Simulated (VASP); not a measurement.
# NiGe (Pnma) in VASP: single point with PBEsol

Aim: the single point of NiGe with PBEsol.

All numbers are computed with VASP 6.6.1; they aren't measurements. Logs are shortened: lines on timing, memory, paths and dates and some standing lists are left out, and cuts for length are marked.

### Step 1. The cell of the first run

The structure is orthorhombic, space group Pnma (No. 62). Conventional cell: a = 5.311 Å, b = 3.440 Å, c = 5.854 Å, α = 90.00°, β = 90.00°, γ = 90.00°. Ni (site symmetry m) has 6 Ge at 2.34 to 2.53 Å and 4 Ni at 2.75 to 2.80 Å within 3.1 Å. Ge (site symmetry m) has 6 Ni at 2.34 to 2.53 Å and 2 Ge at 2.83 Å within 3.1 Å.

### Step 2. Single point, PBEsol (strain +0.0200 x Voigt [0, 0, 1, 0, 0, 0])

Contents of INCAR:

```
SYSTEM = NiGe
PREC     = Accurate       ! precision mode
ENCUT    = 520            ! plane-wave cutoff, eV
EDIFF    = 1E-6           ! SCF threshold, eV
ISMEAR   = 0              ! smearing method
SIGMA    = 0.15           ! smearing width, eV
LREAL    = .False.        ! projectors in reciprocal space
LASPH    = .True.         ! aspherical terms in the spheres
NELM     = 80             ! most SCF steps
ALGO     = Fast           ! electronic algorithm
ISIF     = 2              ! what is computed and relaxed
LWAVE    = .False.        ! write WAVECAR
LCHARG   = .False.        ! write CHGCAR
GGA      = PS             ! functional
NBANDS   = 58             ! bands
```

Contents of KPOINTS:

```
Automatic mesh
0
Gamma
  8 12 8
  0 0 0
```

Contents of POSCAR:

```
NiGe
1.0
    5.3107947876      0.0000000000      0.0000000000
    0.0000000000      3.4400167648      0.0000000000
    0.0000000000      0.0000000000      5.8540426488
Ni Ge
4 4
Direct
    0.9929865338      0.7500000000      0.1888713156
    0.0070134662      0.2500000000      0.8111286844
    0.5070134662      0.2500000000      0.6888713156
    0.4929865338      0.7500000000      0.3111286844
    0.8116425502      0.7500000000      0.5883967035
    0.1883574498      0.2500000000      0.4116032965
    0.6883574498      0.2500000000      0.0883967035
    0.3116425502      0.7500000000      0.9116032965
```

Potentials or basis: VASP PAW PBE potentials, release 64 (Ni, Ge_d).

On the command line:

```console
$ cat potpaw_PBE.64/Ni/POTCAR potpaw_PBE.64/Ge_d/POTCAR > POTCAR
$ mpirun -np 1 vasp_std > vasp.out
```

OUTCAR:

```text
SYSTEM = NiGe
   PREC = Accurate
   ENCUT = 520
   EDIFF = 1E-6
   ISMEAR = 0
   LREAL = .False.
   LASPH = .True.
   NELM = 80
   ISIF = 2
   GGA = PS

 ion  position               nearest neighbor table
   1  0.993  0.750  0.189-   8 2.34   6 2.39   6 2.39   7 2.43   7 2.43   5 2.53   4 2.75   4 2.75
                             2 2.80   2 2.80
   2  0.007  0.250  0.811-   7 2.34   5 2.39   5 2.39   8 2.43   8 2.43   6 2.53   3 2.75   3 2.75
                             1 2.80   1 2.80
   3  0.507  0.250  0.689-   6 2.34   8 2.39   8 2.39   5 2.43   5 2.43   7 2.53   2 2.75   2 2.75
                             4 2.80   4 2.80
   4  0.493  0.750  0.311-   5 2.34   7 2.39   7 2.39   6 2.43   6 2.43   8 2.53   1 2.75   1 2.75
                             3 2.80   3 2.80
   5  0.812  0.750  0.588-   4 2.34   2 2.39   2 2.39   3 2.43   3 2.43   1 2.53   6 2.83   6 2.83

   6  0.188  0.250  0.412-   3 2.34   1 2.39   1 2.39   4 2.43   4 2.43   2 2.53   5 2.83   5 2.83

   7  0.688  0.250  0.088-   2 2.34   4 2.39   4 2.39   1 2.43   1 2.43   3 2.53   8 2.83   8 2.83

   8  0.312  0.750  0.912-   1 2.34   3 2.39   3 2.39   2 2.43   2 2.43   4 2.53   7 2.83   7 2.83

  LATTYP: Found a simple orthorhombic cell.
 ALAT       =     3.4400167648
 B/A-ratio  =     1.5438281702
 C/A-ratio  =     1.7017482905

  Lattice vectors:

 A1 = (   0.0000000000,  -3.4400167648,   0.0000000000)
 A2 = (   5.3107947876,   0.0000000000,   0.0000000000)
 A3 = (   0.0000000000,   0.0000000000,   5.8540426488)

Analysis of symmetry for initial positions (statically):
=====================================================================
 Subroutine PRICEL returns:
 Original cell was already a primitive cell.

 Routine SETGRP: Setting up the symmetry group for a
 simple orthorhombic supercell.

 Subroutine GETGRP returns: Found  8 space group operations
 (whereof  2 operations were pure point group operations)
 out of a pool of  8 trial point group operations.

The static configuration has the point symmetry S_2 .
 The point group associated with its full space group is D_2h.

Analysis of symmetry for dynamics (positions and initial velocities):
=====================================================================
 Subroutine PRICEL returns:
 Original cell was already a primitive cell.

 Routine SETGRP: Setting up the symmetry group for a
 simple orthorhombic supercell.

 Subroutine GETGRP returns: Found  8 space group operations
 (whereof  2 operations were pure point group operations)
 out of a pool of  8 trial point group operations.
[... 121 lines left out ...]
   ISYM   =      2    0-nonsym 1-usesym 2-fastsym
   POTIM  = 0.5000    time-step for ionic-motion
   TEBEG  =    0.0;   TEEND  =   0.0 temperature during run
   PSTRESS=    0.0 pullay stress
   NELECT =      96.0000    total number of electrons
   NUPDOWN=      -1.0000    fix difference up-down
   EMIN   =  10.00;   EMAX   =-10.00  energy-range for DOS
   EFERMI =   0.00;   METHOD = LEGACY
   ISMEAR =     0;   SIGMA  =   0.15  broadening in eV -4-tet -1-fermi 0-gaus
   EFERMI_NEDOS =   21; number of points for ismear=-14 and -15
   IALGO  =     68    algorithm
   IMIX   =      4    mixing-type and parameters
     AMIX     =   0.40;   BMIX     =  1.00
     AMIX_MAG =   1.60;   BMIX_MAG =  1.00
  volume/ion in A,a.u.               =      13.37        90.22
  Fermi-wavevector in a.u.,A,eV,Ry     =   1.579210  2.984274 33.931633  2.493905
  Thomas-Fermi vector in A             =   2.679624
   LORBIT       =      0    0 simple, 1 ext, 2 COOP (PROOUT), +10 PAW based schemes
   GGA     = PS    functional components
   LHFCALC =     F    Hartree Fock is set to
   AEXX    =    0.0000 exact exchange contribution
   IVDW    =     0    specifies the selected vdW correction
   LEPSILON=     F    determine dielectric tensor
   LRPA    =     F    only Hartree local field effects (RPA)
 non-spin polarized calculation
 RMM-DIIS sequential band-by-band and
 Gauss-broadening in eV      SIGMA  =   0.15
  energy-cutoff  :      520.00
  volume of cell :      106.95
 maximum number of plane-waves:      2920
 NGX is ok and might be reduce to    40
   NGX = 19   NGY = 13   NGZ = 21

 number of electron      96.0000010 magnetization

 Free energy of the ion-electron system (eV)
  ---------------------------------------------------
  ext. energy  EPLUGINS =         0.00000000
  ---------------------------------------------------
  free energy    TOTEN  =       -47.26784868 eV

  energy without entropy =      -47.24060955  energy(sigma->0) =      -47.25422912

 E-fermi :   8.8139     XC(G=0): -12.7128

 val. band max:        8.8123982744   @ k =   0.1250   0.2500   0.2500
 cond. band min:       8.8446644160   @ k =   0.3750   0.0000   0.2500
 fundamental gap:      0.0322661416
 Fermi energy:         8.8139105113

 k-point     1 :       0.0000    0.0000    0.0000
  band No.  band energies     occupation
      1     -15.8136      2.00000
      2     -15.8007      2.00000
      3     -15.7908      2.00000
      4     -15.7885      2.00000
      5     -15.7726      2.00000
      6     -15.7510      2.00000
[... 1453 lines left out ...]
     57      15.1373      0.00000
     58      15.9977      0.00000

 [... further k-points ...]

------------------------ aborting loop because EDIFF is reached ----------------------------------------

  FORCE on cell =-STRESS in cart. coord.  units (eV):
  Direction    XX          YY          ZZ          XY          YZ          ZX
  --------------------------------------------------------------------------------------
  -------------------------------------------------------------------------------------
  Total       -1.3352119     -1.2099050     -2.9600477     -0.0000000      0.0000000      0.0000000
  in kB      -20.0025242    -18.1253284    -44.3438432     -0.0000000      0.0000000      0.0000000
  external PRESSURE =     -27.4905653 kB  Pullay stress =       0.0000000 kB

 VOLUME and BASIS-vectors are now :
 -----------------------------------------------------------------------------
  energy-cutoff  :      520.00
  volume of cell :      106.95
      direct lattice vectors                 reciprocal lattice vectors
     5.310794788  0.000000000  0.000000000     0.188295734  0.000000000  0.000000000
     0.000000000  3.440016765  0.000000000     0.000000000  0.290696258  0.000000000
     0.000000000  0.000000000  5.854042649     0.000000000  0.000000000  0.170822124

 POSITION                                       TOTAL-FORCE (eV/Angst)
 -----------------------------------------------------------------------------------
      5.27355      2.58001      1.10566         0.062402     -0.000000      0.067497
      0.03725      0.86000      4.74838        -0.062402      0.000000     -0.067497
      2.69264      0.86000      4.03268        -0.062402      0.000000      0.067497
      2.61815      2.58001      1.82136         0.062402      0.000000     -0.067497
      4.31047      2.58001      3.44450        -0.056168      0.000000     -0.079149
      1.00033      0.86000      2.40954         0.056168     -0.000000      0.079149
      3.65573      0.86000      0.51748         0.056168      0.000000     -0.079149
      1.65507      2.58001      5.33656        -0.056168      0.000000      0.079149
 -----------------------------------------------------------------------------------
    total drift:                                0.000000     -0.000000      0.000000

  FREE ENERGIE OF THE ION-ELECTRON SYSTEM (eV)
  ---------------------------------------------------
  free  energy   TOTEN  =       -47.2678486837 eV

  energy  without entropy=      -47.2406095470  energy(sigma->0) =      -47.25422912
```

OSZICAR:

```text
N       E                     dE             d eps       ncg     rms          rms(c)
DAV:   1     0.103576563776E+04    0.10358E+04   -0.40479E+04 23818   0.439E+03
DAV:   2     0.168885462422E+03   -0.86688E+03   -0.82804E+03 20300   0.102E+03
DAV:   3    -0.363301123893E+02   -0.20522E+03   -0.19627E+03 20302   0.279E+02
DAV:   4    -0.526484053659E+02   -0.16318E+02   -0.16002E+02 22868   0.893E+01
DAV:   5    -0.530824475871E+02   -0.43404E+00   -0.43279E+00 22106   0.164E+01    0.243E+01
RMM:   6    -0.613650367022E+02   -0.82826E+01   -0.11129E+02 26588   0.643E+01    0.361E+01
RMM:   7    -0.474720759091E+02    0.13893E+02   -0.31005E+01 23324   0.372E+01    0.354E+00
RMM:   8    -0.473376012458E+02    0.13447E+00   -0.33054E+00 23789   0.117E+01    0.294E+00
RMM:   9    -0.472675070371E+02    0.70094E-01   -0.37291E-01 29079   0.393E+00    0.119E+00
RMM:  10    -0.472649056878E+02    0.26013E-02   -0.96918E-02 27943   0.207E+00    0.430E-01
RMM:  11    -0.472675602730E+02   -0.26546E-02   -0.25443E-02 32727   0.996E-01    0.280E-01
RMM:  12    -0.472676922618E+02   -0.13199E-03   -0.11366E-02 30336   0.612E-01    0.154E-01
RMM:  13    -0.472677358674E+02   -0.43606E-04   -0.36311E-03 33866   0.296E-01    0.569E-02
RMM:  14    -0.472678421751E+02   -0.10631E-03   -0.12050E-03 34569   0.119E-01    0.360E-02
RMM:  15    -0.472678672539E+02   -0.25079E-04   -0.11294E-04 32046   0.492E-02    0.433E-02
RMM:  16    -0.472678473951E+02    0.19859E-04   -0.52344E-05 27068   0.418E-02    0.938E-03
RMM:  17    -0.472678480903E+02   -0.69515E-06   -0.14691E-05 24561   0.180E-02    0.369E-03
RMM:  18    -0.472678486837E+02   -0.59342E-06   -0.49460E-06 22208   0.101E-02
   1 F= -.47267849E+02 E0= -.47254229E+02  d E =-.272391E-01
```

Wall time 34 min (1 thread of Oxide Virtual Turin-like, shared host); peak memory 0.78 GiB.

Results:

```yaml
Free_energy: -47.2678 eV
Pressure: -2.7 GPa
Largest_force: 0.097 eV/Å
Band_gap_on_the_k_mesh: zero (bands 48 and 49 overlap by 1.83 eV)
```

Forces on the atoms (eV/Å):
```
Ni   0.062  0.000  0.067
Ni  -0.062  0.000 -0.067
Ni  -0.062  0.000  0.067
Ni   0.062  0.000 -0.067
Ge  -0.056  0.000 -0.079
Ge   0.056  0.000  0.079
Ge   0.056  0.000 -0.079
Ge  -0.056  0.000  0.079
```

Stress tensor (GPa, compression positive):
```
-2.00  0.00  0.00
 0.00 -1.81  0.00
 0.00  0.00 -4.43
```

Levels at points of the mesh, in eV from the Fermi level:
```tsv
k point	band 44	band 45	band 46	band 47	band 48	band 49	band 50	band 51	band 52	band 53
(0.00, 0.00, 0.00)	-1.73	-1.70	-1.07	-0.86	-0.83	0.62	0.75	3.93	4.04	4.45
(0.50, 0.00, 0.00)	-1.70	-1.59	-1.59	0.83	0.83	1.56	1.56	3.15	3.15	4.42
(0.00, 0.50, 0.00)	-1.74	-1.61	-1.61	-1.27	-1.27	-0.55	-0.55	1.94	1.94	2.23
(0.50, 0.50, 0.00)	-1.76	-1.41	-1.41	-1.41	-1.41	0.26	0.26	0.26	0.26	4.27
(0.00, 0.00, 0.50)	-1.80	-1.30	-1.30	-0.27	-0.27	1.12	1.12	2.60	2.60	4.23
(0.50, 0.00, 0.50)	-1.79	-1.08	-1.08	0.70	0.70	2.43	2.43	2.62	2.62	2.67
(0.00, 0.50, 0.50)	-1.69	-1.67	-1.67	-1.51	-1.51	0.36	0.36	0.68	0.68	2.13
(0.50, 0.50, 0.50)	-1.83	-1.58	-1.58	-1.58	-1.58	2.40	2.40	2.40	2.40	3.20
```

Caveat: the cell differs from its parent crystal (strain +0.0200 x Voigt [0, 0, 1, 0, 0, 0]); the PAW data sets were made with another functional, which shifts forces and pressure a little.

The gap in the log of VASP goes by the Fermi energy; the results here count the filled bands.